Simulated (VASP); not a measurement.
Input of a VASP 6.6.1 run:

INCAR

```
PREC = Accurate
ENCUT = 600
EDIFF = 1E-7
ISMEAR = 0
SIGMA = 0.1
LREAL = F
LASPH = T
NELM = 100
ALGO = Normal
ISIF = 3
LWAVE = F
LCHARG = F
GGA = PE
IBRION = 2
NSW = 100
EDIFFG = -0.01
```

KPOINTS

```
regular mesh
0
Gamma
  12 12 12
```

File POSCAR:

```
Al2BAs2
1.0
   -2.1071187615      2.1071187615      5.5465054184
    2.1071187615     -2.1071187615      5.5465054184
    2.1071187615      2.1071187615     -5.5465054184
Al B As
2 1 2
Direct
    0.3880956341      0.3880956341      0.0000000000
    0.6119043659      0.6119043659      0.0000000000
    0.0000000000      0.0000000000      0.0000000000
    0.2500000000      0.7500000000      0.5000000000
    0.7500000000      0.2500000000      0.5000000000
```

Potentials or basis: VASP PAW PBE potentials, release 64 (Al, B, As).

Launch:

```bash
$ cat potpaw_PBE.64/Al/POTCAR potpaw_PBE.64/B/POTCAR potpaw_PBE.64/As/POTCAR > POTCAR
$ mpirun -np 1 vasp_std > vasp.out
```

**Question.** Predict the band gap on the k mesh.

**Answer.** Zero (an odd number of electrons rules out a gap without spin polarisation).

**Question.** Estimate the relaxed cell.

**Answer.** a = 6.218 Å, b = 6.218 Å, c = 6.218 Å, α = 139.69°, β = 139.69°, γ = 58.32°.

**Question.** Predict the space group after relaxing (to 0.1 Å).

**Answer.** I4/mmm (No. 139).

**Question.** Estimate the relaxed volume.

**Answer.** 19.94 Å³/atom.

Final structure:
```
Al B As
1.0
    -2.14240    2.14240    5.43042
     2.14240   -2.14240    5.43042
     2.14240    2.14240   -5.43042
Al B As
2 1 2
Direct
  0.38508 0.38508 0.00000
  0.61492 0.61492 0.00000
  0.00000 0.00000 0.00000
  0.25000 0.75000 0.50000
  0.75000 0.25000 0.50000
```
